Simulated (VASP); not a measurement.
B4Ru: single point with PBE

Crystal: B4Ru.

```
B Ru
1.0
     2.96723    0.00000    0.00000
    -1.48362    2.56970    0.00000
     0.00000    0.00000    5.58536
B Ru
4 1
Direct
  0.50000 0.00000 0.00000
  0.00000 0.50000 0.00000
  0.50000 0.50000 0.00000
  0.00000 0.00000 0.00000
  0.00000 0.00000 0.50000
```

```yaml
Program: VASP 6.6.1
Task: single point
Functional: PBE
Potentials_or_basis: VASP PAW PBE potentials, release 64 (B, Ru_pv)
Cutoff: 520 eV
k_mesh: 6 × 6 × 4
Occupations: gaussian, width 0.1 eV
Spin: no spin polarisation
```

```json
{"Pressure": "79.9 GPa", "Band gap on the k mesh": "zero (band 13 reaches 9.32 eV, above the bottom of band 14 at 7.74 eV)"}
```

Stress tensor (GPa, compression positive):
```
121.37   0.00   0.00
  0.00 121.37   0.00
  0.00   0.00  -3.08
```

Levels at points of the mesh, in eV from the Fermi level:
```tsv
k point	band 9	band 10	band 11	band 12	band 13	band 14	band 15	band 16	band 17	band 18
(0.00, 0.00, 0.00)	-4.26	-1.56	-1.03	-1.03	0.35	0.35	4.36	4.36	4.37	5.28
(0.50, 0.00, 0.00)	-5.89	-3.05	-0.95	-0.56	-0.29	1.50	2.03	4.67	4.69	4.75
(0.00, 0.00, 0.50)	-3.76	-1.03	-1.03	0.40	0.41	0.41	1.40	4.17	4.29	4.29
(0.50, 0.00, 0.50)	-5.86	-2.98	-2.17	-0.07	0.73	1.51	3.63	4.67	4.68	4.73
```

Wall time 23 s on 1 thread of Intel(R) Xeon(R) Platinum 8488C (Sapphire Rapids), with other jobs on the host, peak memory 0.16 GiB.

Caveat: the k points lie up to 0.41 Å⁻¹ apart.
